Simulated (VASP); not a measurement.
# Ba (Im-3m) in VASP: a series of runs

Ba is run at these levels: PBE; tasks: single point.

Everything below comes from runs of VASP 6.6.1. Logs are shortened: lines on timing, memory, paths and dates and some standing lists are left out, and cuts for length are marked.

## 1. The cell of the first run

The structure is cubic, space group Im-3m (No. 229). Conventional cell: a = 4.643 Å, b = 4.643 Å, c = 4.643 Å, α = 90.00°, β = 90.00°, γ = 90.00°. Ba (site symmetry m-3m) has 14 Ba at 4.02 to 4.64 Å within 5.3 Å.

## 2. Single point, PBE

The input, INCAR:

```
SYSTEM = Ba
PREC     = Accurate       ! precision mode
ENCUT    = 520            ! plane-wave cutoff, eV
EDIFF    = 1E-6           ! SCF threshold, eV
ISMEAR   = -1             ! smearing method
SIGMA    = 0.05           ! smearing width, eV
LREAL    = .FALSE.        ! projectors in reciprocal space
LASPH    = .TRUE.         ! aspherical terms in the spheres
NELM     = 100            ! most SCF steps
ALGO     = Normal         ! electronic algorithm
ISIF     = 2              ! what is computed and relaxed
LWAVE    = .FALSE.        ! write WAVECAR
LCHARG   = .TRUE.         ! write CHGCAR
GGA      = PE             ! functional
LELF     = .TRUE.         ! ELF
LVHAR    = .TRUE.       
NBANDS   = 11             ! bands
```

The input, KPOINTS:

```
regular mesh
0
G
  12 12 12
  0 0 0
```

The input, POSCAR:

```
Ba
1.0
   -2.3216264560      2.3216264560      2.3216264560
    2.3216264560     -2.3216264560      2.3216264560
    2.3216264560      2.3216264560     -2.3216264560
Ba
1
Direct
    0.0000000000      0.0000000000      0.0000000000
```

Potentials or basis: VASP PAW PBE potentials, release 64 (Ba_sv).

Run with:

```sh
cat potpaw_PBE.64/Ba_sv/POTCAR > POTCAR
mpirun -np 1 vasp_std > vasp.out
```

OUTCAR:

```text
SYSTEM = Ba
   PREC = Accurate
   ENCUT = 520
   EDIFF = 1E-6
   ISMEAR = -1
   LREAL = .FALSE.
   LASPH = .TRUE.
   NELM = 100
   ISIF = 2
   GGA = PE

 ion  position               nearest neighbor table
   1  0.000  0.000  0.000-

  LATTYP: Found a body centered cubic cell.
 ALAT       =     4.6432529120

  Lattice vectors:

 A1 = (  -2.3216264560,   2.3216264560,   2.3216264560)
 A2 = (   2.3216264560,  -2.3216264560,   2.3216264560)
 A3 = (   2.3216264560,   2.3216264560,  -2.3216264560)

Analysis of symmetry for initial positions (statically):
=====================================================================
 Subroutine PRICEL returns:
 Original cell was already a primitive cell.

 Routine SETGRP: Setting up the symmetry group for a
 body centered cubic supercell.

 Subroutine GETGRP returns: Found 48 space group operations
 (whereof 48 operations were pure point group operations)
 out of a pool of 48 trial point group operations.

The static configuration has the point symmetry O_h .

Analysis of symmetry for dynamics (positions and initial velocities):
=====================================================================
 Subroutine PRICEL returns:
 Original cell was already a primitive cell.

 Routine SETGRP: Setting up the symmetry group for a
 body centered cubic supercell.

 Subroutine GETGRP returns: Found 48 space group operations
 (whereof 48 operations were pure point group operations)
 out of a pool of 48 trial point group operations.

The dynamic configuration has the point symmetry O_h .

 Subroutine INISYM returns: Found 48 space group operations
 (whereof 48 operations are pure point group operations),
 and found     1 'primitive' translations

----------------------------------------------------------------------------------------

                                     Primitive cell

  volume of cell :      50.0538

  direct lattice vectors                    reciprocal lattice vectors
    -2.321626456  2.321626456  2.321626456     0.000000000  0.215366257  0.215366257
     2.321626456 -2.321626456  2.321626456     0.215366257  0.000000000  0.215366257
     2.321626456  2.321626456 -2.321626456     0.215366257  0.215366257  0.000000000

  length of vectors
     4.021174978  4.021174978  4.021174978     0.304573882  0.304573882  0.304573882

  position of ions in fractional coordinates (direct lattice)
     0.000000000  0.000000000  0.000000000

  ion indices of the primitive-cell ions
   primitive index   ion index
                 1           1

----------------------------------------------------------------------------------------

 KPOINTS: regular mesh

Automatic generation of k-mesh.
 Grid dimensions read from file:
 generate k-points for:   12   12   12

 Generating k-lattice:

  Cartesian coordinates                     Fractional coordinates (reciprocal lattice)
     0.000000000  0.017947188  0.017947188     0.083333333  0.000000000  0.000000000
     0.017947188  0.000000000  0.017947188     0.000000000  0.083333333  0.000000000
     0.017947188  0.017947188  0.000000000     0.000000000  0.000000000  0.083333333

  Length of vectors
     0.025381157  0.025381157  0.025381157

  Shift w.r.t. Gamma in fractional coordinates (k-lattice)
     0.000000000  0.000000000  0.000000000

 Subroutine IBZKPT returns following result:
 ===========================================

 Found     72 irreducible k-points:

 Following reciprocal coordinates:
            Coordinates               Weight
  0.000000  0.000000  0.000000      1.000000
  0.083333  0.000000  0.000000     12.000000
  0.166667  0.000000  0.000000     12.000000
  0.250000  0.000000  0.000000     12.000000
  0.333333  0.000000  0.000000     12.000000
  0.416667  0.000000  0.000000     12.000000
[... 16 lines left out ...]
  0.333333  0.083333  0.083333     24.000000
  0.416667  0.083333  0.083333     12.000000
 [... further k-points ...]
   k-points           NKPTS =     72   k-points in BZ     NKDIM =     72   number of bands    NBANDS=     11
   number of dos      NEDOS =    301   number of ions     NIONS =      1
   total plane-waves  NPLWV =  27000
   dimension x,y,z NGX =    30 NGY =   30 NGZ =   30
   dimension x,y,z NGXF=    60 NGYF=   60 NGZF=   60
   ions per type =               1
   NGX,Y,Z   is equivalent  to a cutoff of  12.40, 12.40, 12.40 a.u.
   NGXF,Y,Z  is equivalent  to a cutoff of  24.81, 24.81, 24.81 a.u.
 SYSTEM =  Ba
   PREC   = accura    normal or accurate (medium, high low for compatibility)
   ISTART =      0    job   : 0-new  1-cont  2-samecut
   ICHARG =      2    charge: 1-file 2-atom 10-const
   ISPIN  =      1    spin polarized calculation?
   LNONCOLLINEAR =      F non collinear calculations
   LSORBIT =      F    spin-orbit coupling
   LASPH  =      T    aspherical Exc in radial PAW
   ENCUT  =  520.0 eV  38.22 Ry    6.18 a.u.   7.48  7.48  7.48*2*pi/ulx,y,z
   NELM   =    100;   NELMIN=  2; NELMDL= -5     # of ELM steps
   EDIFF  = 0.1E-05   stopping-criterion for ELM
   LREAL  =      F    real-space projection
   EDIFFG = 0.1E-04   stopping-criterion for IOM
   NSW    =      0    number of steps for IOM
   IBRION =     -1    ionic relax: 0-MD 1-quasi-New 2-CG
   NFREE  =      0    steps in history (QN), initial steepest desc. (CG)
   ISIF   =      2    stress and relaxation
   ISYM   =      2    0-nonsym 1-usesym 2-fastsym
   POTIM  = 0.5000    time-step for ionic-motion
   TEBEG  =    0.0;   TEEND  =   0.0 temperature during run
   PSTRESS=    0.0 pullay stress
   NELECT =      10.0000    total number of electrons
   NUPDOWN=      -1.0000    fix difference up-down
   EMIN   =  10.00;   EMAX   =-10.00  energy-range for DOS
   EFERMI =   0.00;   METHOD = LEGACY
   ISMEAR =    -1;   SIGMA  =   0.05  broadening in eV -4-tet -1-fermi 0-gaus
   EFERMI_NEDOS =   21; number of points for ismear=-14 and -15
   IALGO  =     38    algorithm
   IMIX   =      4    mixing-type and parameters
     AMIX     =   0.40;   BMIX     =  1.00
     AMIX_MAG =   1.60;   BMIX_MAG =  1.00
  volume/ion in A,a.u.               =      50.05       337.78
  Fermi-wavevector in a.u.,A,eV,Ry     =   0.957038  1.808539 12.461870  0.915922
  Thomas-Fermi vector in A             =   2.086020
   LORBIT       =      0    0 simple, 1 ext, 2 COOP (PROOUT), +10 PAW based schemes
   GGA     = PE    functional components
   LHFCALC =     F    Hartree Fock is set to
   AEXX    =    0.0000 exact exchange contribution
   IVDW    =     0    specifies the selected vdW correction
   LEPSILON=     F    determine dielectric tensor
   LRPA    =     F    only Hartree local field effects (RPA)
 non-spin polarized calculation
  energy-cutoff  :      520.00
  volume of cell :       50.05
 maximum number of plane-waves:      1409
 NGX is ok and might be reduce to    30
   NGX = 15   NGY = 15   NGZ = 15

 number of electron      10.0000000 magnetization

 number of electron       9.9999999 magnetization

 Free energy of the ion-electron system (eV)
  ---------------------------------------------------
  ext. energy  EPLUGINS =         0.00000000
  ---------------------------------------------------
  free energy    TOTEN  =        -1.80566771 eV

  energy without entropy =       -1.79754484  energy(sigma->0) =       -1.80160627

 E-fermi :   2.4900     XC(G=0):  -8.1842

 val. band max:        2.4678644559   @ k =  -0.4167  -0.4167   0.1667
 cond. band min:       2.5205425582   @ k =   0.2500   0.2500   0.0833
 fundamental gap:      0.0526781022
 Fermi energy:         2.4899931660

 k-point     1 :       0.0000    0.0000    0.0000
  band No.  band energies     occupation
      1     -26.0671      2.00000
      2     -10.8156      2.00000
      3     -10.8156      2.00000
      4     -10.8156      2.00000
      5      -0.3078      2.00000
      6       4.5696      0.00000
      7       4.5696      0.00000
      8       4.5696      0.00000
      9       6.3056      0.00000
     10       6.3056      0.00000
     11      10.1097      0.00000

 k-point     2 :       0.0833    0.0000    0.0000
  band No.  band energies     occupation
      1     -26.0595      2.00000
      2     -10.8859      2.00000
      3     -10.8358      2.00000
      4     -10.8164      2.00000
      5      -0.1341      2.00000
      6       4.4271      0.00000
      7       4.4975      0.00000
      8       4.7446      0.00000
      9       6.0629      0.00000
     10       6.2866      0.00000
     11      10.3152      0.00000

 k-point     3 :       0.1667    0.0000    0.0000
  band No.  band energies     occupation
      1     -26.0387      2.00000
      2     -11.0709      2.00000
      3     -10.8904      2.00000
      4     -10.8187      2.00000
      5       0.3342      2.00000
      6       4.0897      0.00000
      7       4.1929      0.00000
      8       5.2594      0.00000
      9       5.8700      0.00000
     10       6.2762      0.00000
     11      10.7748      0.00000

 k-point     4 :       0.2500    0.0000    0.0000
  band No.  band energies     occupation
      1     -26.0101      2.00000
      2     -11.3091      2.00000
      3     -10.9632      2.00000
      4     -10.8218      2.00000
      5       0.9265      2.00000
      6       3.7109      0.00000
      7       3.8267      0.00000
      8       6.0297      0.00000
      9       6.0835      0.00000
     10       6.3558      0.00000
     11      10.8284      0.00000
[... 239 lines left out ...]
 k-point    22 :       0.2500    0.0833    0.0833
  band No.  band energies     occupation
      1     -25.9756      2.00000
      2     -11.5369      2.00000
      3     -11.0478      2.00000
      4     -10.8830      2.00000
      5       1.6882      2.00000
      6       3.2681      0.00000
      7       3.5318      0.00000
      8       6.3949      0.00000
      9       6.7153      0.00000
     10       7.7772      0.00000
     11      10.4731      0.00000

 k-point    23 :       0.3333    0.0833    0.0833
  band No.  band energies     occupation
      1     -25.9567      2.00000
      2     -11.6475      2.00000
      3     -11.1244      2.00000
      4     -10.8897      2.00000
      5       1.8014      2.00000
      6       3.1130      0.00001
      7       4.0007      0.00000
      8       6.5580      0.00000
      9       6.9844      0.00000
     10       8.7566      0.00000
     11       9.6941      0.00000

 k-point    24 :       0.4167    0.0833    0.0833
  band No.  band energies     occupation
      1     -25.9497      2.00000
      2     -11.6864      2.00000
      3     -11.1529      2.00000
      4     -10.8921      2.00000
      5       1.7906      2.00000
      6       3.0610      0.00002
      7       4.3284      0.00000
      8       6.5592      0.00000
      9       7.1257      0.00000
     10       9.3629      0.00000
     11       9.3750      0.00000

 [... further k-points ...]

------------------------ aborting loop because EDIFF is reached ----------------------------------------

  FORCE on cell =-STRESS in cart. coord.  units (eV):
  Direction    XX          YY          ZZ          XY          YZ          ZX
  --------------------------------------------------------------------------------------
  -------------------------------------------------------------------------------------
  Total        0.9300914      0.9300914      0.9300914      0.0000000      0.0000000     -0.0000000
  in kB       29.7713940     29.7713940     29.7713940      0.0000000      0.0000000     -0.0000000
  external PRESSURE =      29.7713940 kB  Pullay stress =       0.0000000 kB

 VOLUME and BASIS-vectors are now :
 -----------------------------------------------------------------------------
  energy-cutoff  :      520.00
  volume of cell :       50.05
      direct lattice vectors                 reciprocal lattice vectors
    -2.321626456  2.321626456  2.321626456     0.000000000  0.215366257  0.215366257
     2.321626456 -2.321626456  2.321626456     0.215366257  0.000000000  0.215366257
     2.321626456  2.321626456 -2.321626456     0.215366257  0.215366257  0.000000000

 POSITION                                       TOTAL-FORCE (eV/Angst)
 -----------------------------------------------------------------------------------
      0.00000      0.00000      0.00000         0.000000     -0.000000     -0.000000
 -----------------------------------------------------------------------------------
    total drift:                               -0.000000     -0.000000      0.000000

  FREE ENERGIE OF THE ION-ELECTRON SYSTEM (eV)
  ---------------------------------------------------
  free  energy   TOTEN  =        -1.8056677054 eV

  energy  without entropy=       -1.7975448429  energy(sigma->0) =       -1.80160627
```

Run time: 30 s. Hardware: 1 thread of Intel Xeon 8259CL, shared host; peak memory 0.19 GiB.

Results:

```
Free energy            : -1.8057 eV
Pressure               : 3.0 GPa
Band gap on the k mesh : zero (bands 5 and 6 overlap by 1.71 eV)
```

Levels at points of the mesh, in eV from the Fermi level:
| k point | band 1 | band 2 | band 3 | band 4 | band 5 | band 6 | band 7 | band 8 | band 9 | band 10 |
| --- | --- | --- | --- | --- | --- | --- | --- | --- | --- | --- |
| (0.00, 0.00, 0.00) | -28.56 | -13.31 | -13.31 | -13.31 | -2.80 | 2.08 | 2.08 | 2.08 | 3.82 | 3.82 |
| (0.50, 0.00, 0.00) | -28.44 | -14.24 | -13.59 | -13.32 | -1.07 | 0.63 | 2.12 | 3.91 | 4.60 | 6.35 |
| (0.50, 0.50, 0.50) | -28.36 | -13.93 | -13.93 | -13.93 | -0.93 | -0.93 | 5.65 | 5.65 | 5.65 | 5.87 |

Caveat: spin-orbit coupling is left out, which moves the levels of the heavy elements.

## 3. Single point, PBE

The input, INCAR:

```
ALGO     = Normal         # electronic algorithm
EDIFF    = 1E-6           # SCF threshold, eV
ENCUT    = 520            # plane-wave cutoff, eV
GGA      = PE             # functional
ISIF     = 2              # what is computed and relaxed
ISMEAR   = -1             # smearing method
LASPH    = T              # aspherical terms in the spheres
LCHARG   = F              # write CHGCAR
LREAL    = F              # projectors in reciprocal space
LWAVE    = F              # write WAVECAR
NBANDS   = 11             # bands
NELM     = 100            # most SCF steps
PREC     = Accurate       # precision mode
SIGMA    = 0.05           # smearing width, eV
```

The input, KPOINTS:

```
k-points
0
Gamma
  12 12 12
```

POSCAR is that of step 2.

Potentials or basis: VASP PAW PBE potentials, release 64 (Ba_sv).

Run with:

```sh
cat potpaw_PBE.64/Ba_sv/POTCAR > POTCAR
mpirun -np 1 vasp_std > vasp.out
```

It took 28 s on 1 thread of Intel Xeon 8259CL, shared host; peak memory 0.19 GiB.

Results (log left out):

```yaml
Free_energy: -1.8057 eV
Pressure: 3.0 GPa
Band_gap_on_the_k_mesh: zero (bands 5 and 6 overlap by 1.71 eV)
```

Levels at points of the mesh, in eV from the Fermi level:
| k point | band 3 | band 4 | band 5 | band 6 | band 7 | band 8 |
| --- | --- | --- | --- | --- | --- | --- |
| (0.00, 0.00, 0.00) | -13.31 | -13.31 | -2.80 | 2.08 | 2.08 | 2.08 |
| (0.50, 0.00, 0.00) | -13.59 | -13.32 | -1.07 | 0.63 | 2.12 | 3.91 |
| (0.50, 0.50, 0.50) | -13.93 | -13.93 | -0.93 | -0.93 | 5.65 | 5.65 |

Caveat: spin-orbit coupling is left out, which moves the levels of the heavy elements.

The gap in the log of VASP goes by the Fermi energy; the results here count the filled bands.